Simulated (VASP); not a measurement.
# Ba2C (P4mm) in VASP: single point with PBE

Aim: the single point of Ba2C with PBE.

Program: VASP 6.6.1. These are calculated values, not measurements. Logs are shortened: lines on timing, memory, paths and dates and some standing lists are left out, and cuts for length are marked.

### 1 The cell of the first run

It takes space group P4mm (No. 99, tetragonal). Conventional cell: a = 4.270 Å, b = 4.270 Å, c = 5.347 Å, α = 90.00°, β = 90.00°, γ = 90.00°. Within 2.9 Å of Ba (site symmetry 4mm) lie 1 C at 2.19 Å. Within 4.1 Å of Ba (site symmetry 4mm) lie 4 C at 3.12 Å and 4 Ba at 3.33 Å. Within 2.9 Å of C (site symmetry 4mm) lie 1 Ba at 2.19 Å.

The cell was built from a structure type or drawn by symmetry, and may not be a known phase.

### 2 Single point, PBE

Input file INCAR:

```
ALGO = Normal
EDIFF = 1E-6
ENCUT = 520
GGA = PE
ISIF = 2
ISMEAR = 0
LASPH = T
LCHARG = T
LELF = T
LREAL = F
LVHAR = T
LWAVE = F
NBANDS = 19
NELM = 100
PREC = Accurate
SIGMA = 0.1
```

Input file KPOINTS:

```
k-points
0
Gamma
  4 4 4
```

Input file POSCAR:

```
Ba2C
1.0
    4.2703372600      0.0000000000      0.0000000000
    0.0000000000      4.2703372600      0.0000000000
    0.0000000000      0.0000000000      5.3468417100
Ba C
2 1
Direct
    0.0000000000      0.0000000000      0.0325794300
    0.5000000000      0.5000000000      0.7712127900
    0.0000000000      0.0000000000      0.6230906200
```

Potentials or basis: VASP PAW PBE potentials, release 64 (Ba_sv, C).

Run with:

```bash
$ cat potpaw_PBE.64/Ba_sv/POTCAR potpaw_PBE.64/C/POTCAR > POTCAR
$ mpirun -np 1 vasp_std > vasp.out
```

OUTCAR:

```text
EDIFF = 1E-6
   ENCUT = 520
   GGA = PE
   ISIF = 2
   ISMEAR = 0
   LASPH = T
   LREAL = F
   NELM = 100
   PREC = Accurate

 ion  position               nearest neighbor table
   1  0.000  0.000  0.033-   3 2.19   3 3.16   2 3.33   2 3.33   2 3.33   2 3.33
   2  0.500  0.500  0.771-   3 3.12   3 3.12   3 3.12   3 3.12   1 3.33   1 3.33   1 3.33   1 3.33

   3  0.000  0.000  0.623-   1 2.19   2 3.12   2 3.12   2 3.12   2 3.12   1 3.16

  LATTYP: Found a simple tetragonal cell.
 ALAT       =     4.2703372600
 C/A-ratio  =     1.2520888596

  Lattice vectors:

 A1 = (   4.2703372600,   0.0000000000,   0.0000000000)
 A2 = (   0.0000000000,   4.2703372600,   0.0000000000)
 A3 = (   0.0000000000,   0.0000000000,   5.3468417100)

Analysis of symmetry for initial positions (statically):
=====================================================================
 Subroutine PRICEL returns:
 Original cell was already a primitive cell.

 Routine SETGRP: Setting up the symmetry group for a
 simple tetragonal supercell.

 Subroutine GETGRP returns: Found  8 space group operations
 (whereof  8 operations were pure point group operations)
 out of a pool of 16 trial point group operations.

The static configuration has the point symmetry C_4v.

Analysis of symmetry for dynamics (positions and initial velocities):
=====================================================================
 Subroutine PRICEL returns:
 Original cell was already a primitive cell.

 Routine SETGRP: Setting up the symmetry group for a
 simple tetragonal supercell.

 Subroutine GETGRP returns: Found  8 space group operations
 (whereof  8 operations were pure point group operations)
 out of a pool of 16 trial point group operations.

The dynamic configuration has the point symmetry C_4v.

 Subroutine INISYM returns: Found  8 space group operations
 (whereof  8 operations are pure point group operations),
 and found     1 'primitive' translations

----------------------------------------------------------------------------------------

                                     Primitive cell

  volume of cell :      97.5038

  direct lattice vectors                    reciprocal lattice vectors
     4.270337260  0.000000000  0.000000000     0.234173542  0.000000000  0.000000000
[... 78 lines left out ...]
   LASPH  =      T    aspherical Exc in radial PAW
   ENCUT  =  520.0 eV  38.22 Ry    6.18 a.u.   7.94  7.94  9.94*2*pi/ulx,y,z
   NELM   =    100;   NELMIN=  2; NELMDL= -5     # of ELM steps
   EDIFF  = 0.1E-05   stopping-criterion for ELM
   LREAL  =      F    real-space projection
   EDIFFG = 0.1E-04   stopping-criterion for IOM
   NSW    =      0    number of steps for IOM
   IBRION =     -1    ionic relax: 0-MD 1-quasi-New 2-CG
   NFREE  =      0    steps in history (QN), initial steepest desc. (CG)
   ISIF   =      2    stress and relaxation
   ISYM   =      2    0-nonsym 1-usesym 2-fastsym
   POTIM  = 0.5000    time-step for ionic-motion
   TEBEG  =    0.0;   TEEND  =   0.0 temperature during run
   PSTRESS=    0.0 pullay stress
   NELECT =      24.0000    total number of electrons
   NUPDOWN=      -1.0000    fix difference up-down
   EMIN   =  10.00;   EMAX   =-10.00  energy-range for DOS
   EFERMI =   0.00;   METHOD = LEGACY
   ISMEAR =     0;   SIGMA  =   0.10  broadening in eV -4-tet -1-fermi 0-gaus
   EFERMI_NEDOS =   21; number of points for ismear=-14 and -15
   IALGO  =     38    algorithm
   IMIX   =      4    mixing-type and parameters
     AMIX     =   0.40;   BMIX     =  1.00
     AMIX_MAG =   1.60;   BMIX_MAG =  1.00
  volume/ion in A,a.u.               =      32.50       219.33
  Fermi-wavevector in a.u.,A,eV,Ry     =   1.025978  1.938817 14.321910  1.052631
  Thomas-Fermi vector in A             =   2.159847
   LORBIT       =      0    0 simple, 1 ext, 2 COOP (PROOUT), +10 PAW based schemes
   GGA     = PE    functional components
   LHFCALC =     F    Hartree Fock is set to
   AEXX    =    0.0000 exact exchange contribution
   IVDW    =     0    specifies the selected vdW correction
   LEPSILON=     F    determine dielectric tensor
   LRPA    =     F    only Hartree local field effects (RPA)
 non-spin polarized calculation
 Gauss-broadening in eV      SIGMA  =   0.10
  energy-cutoff  :      520.00
  volume of cell :       97.50
 maximum number of plane-waves:      2652
 NGX is ok and might be reduce to    32
   NGX = 15   NGY = 15   NGZ = 19

 number of electron      23.9999997 magnetization

 Free energy of the ion-electron system (eV)
  ---------------------------------------------------
  ext. energy  EPLUGINS =         0.00000000
  ---------------------------------------------------
  free energy    TOTEN  =        -8.53577975 eV

  energy without entropy =       -8.51432348  energy(sigma->0) =       -8.52505162

 E-fermi :   2.4062     XC(G=0):  -8.6124

 val. band max:        2.3774790014   @ k =   0.2500   0.0000   0.2500
 cond. band min:       2.4384681409   @ k =   0.2500   0.0000   0.0000
 fundamental gap:      0.0609891395
 Fermi energy:         2.4062415117

 k-point     1 :       0.0000    0.0000    0.0000
  band No.  band energies     occupation
      1     -25.9092      2.00000
      2     -25.1292      2.00000
      3     -11.5615      2.00000
      4     -11.5615      2.00000
      5     -11.4124      2.00000
      6     -11.0102      2.00000
[... 373 lines left out ...]
      6     -10.9785      2.00000
[... 11 lines left out ...]
     18       6.9331      0.00000
     19       6.9331      0.00000

------------------------ aborting loop because EDIFF is reached ----------------------------------------

  FORCE on cell =-STRESS in cart. coord.  units (eV):
  Direction    XX          YY          ZZ          XY          YZ          ZX
  --------------------------------------------------------------------------------------
  -------------------------------------------------------------------------------------
  Total        2.3559562      2.3559562      2.9478076      0.0000000      0.0000000      0.0000000
  in kB       38.7129366     38.7129366     48.4382047      0.0000000      0.0000000      0.0000000
  external PRESSURE =      41.9546926 kB  Pullay stress =       0.0000000 kB

 VOLUME and BASIS-vectors are now :
 -----------------------------------------------------------------------------
  energy-cutoff  :      520.00
  volume of cell :       97.50
      direct lattice vectors                 reciprocal lattice vectors
     4.270337260  0.000000000  0.000000000     0.234173542  0.000000000  0.000000000
     0.000000000  4.270337260  0.000000000     0.000000000  0.234173542  0.000000000
     0.000000000  0.000000000  5.346841710     0.000000000  0.000000000  0.187026296

 POSITION                                       TOTAL-FORCE (eV/Angst)
 -----------------------------------------------------------------------------------
      0.00000      0.00000      0.17420        -0.000000      0.000000      3.904576
      2.13517      2.13517      4.12355        -0.000000     -0.000000     -2.138450
      0.00000      0.00000      3.33157         0.000000      0.000000     -1.766126
 -----------------------------------------------------------------------------------
    total drift:                                0.000000      0.000000      0.000122

  FREE ENERGIE OF THE ION-ELECTRON SYSTEM (eV)
  ---------------------------------------------------
  free  energy   TOTEN  =        -8.5357797510 eV

  energy  without entropy=       -8.5143234793  energy(sigma->0) =       -8.52505162
```

stdout:

```text
POSCAR found type information on POSCAR BaC
 POSCAR found :  2 types and       3 ions
 scaLAPACK will be used
 LDA part: xc-table for (Slater+PW92), standard interpolation
 POSCAR, INCAR and KPOINTS ok, starting setup
 FFT: planning ... GRIDC
 FFT: planning ... GRID_SOFT
 FFT: planning ... GRID
 WAVECAR not read
 entering main loop
```

Run time: 44 s. Hardware: 1 thread of Intel Xeon 8259CL, shared host; peak memory 0.2 GiB.

Results:

- Free energy: -8.5358 eV
- Pressure: 4.2 GPa
- Largest force: 3.905 eV/Å
- Band gap on the k mesh: zero (bands 12 and 13 overlap by 0.72 eV)

Forces on the atoms (eV/Å):
```
Ba   0.000  0.000  3.905
Ba   0.000  0.000 -2.138
C    0.000  0.000 -1.766
```

Levels at points of the mesh, in eV from the Fermi level:
| k point | band 9 | band 10 | band 11 | band 12 | band 13 | band 14 | band 15 | band 16 |
| --- | --- | --- | --- | --- | --- | --- | --- | --- |
| (0.00, 0.00, 0.00) | -7.64 | -1.25 | -1.11 | 0.11 | 0.11 | 1.59 | 2.00 | 2.28 |
| (0.50, 0.00, 0.00) | -7.50 | -1.49 | -0.74 | 0.04 | 0.05 | 1.68 | 1.80 | 3.28 |
| (0.50, 0.50, 0.00) | -7.52 | -0.49 | -0.49 | 0.08 | 1.61 | 2.05 | 2.05 | 3.33 |
| (0.00, 0.00, 0.50) | -6.57 | -1.29 | -1.11 | -0.31 | -0.31 | -0.17 | 2.07 | 2.72 |
| (0.50, 0.00, 0.50) | -6.51 | -2.07 | -1.10 | -0.95 | -0.13 | 1.45 | 2.32 | 3.24 |
| (0.50, 0.50, 0.50) | -6.51 | -1.10 | -1.10 | -0.76 | 1.17 | 3.02 | 3.02 | 3.41 |

Caveat: the k points lie up to 0.37 Å⁻¹ apart, too coarse for converged energies and pressures of a metal; spin-orbit coupling is left out, which moves the levels of the heavy elements; forces of over 1 eV/Å act on the atoms, so gaps and moduli don't describe the material at rest.
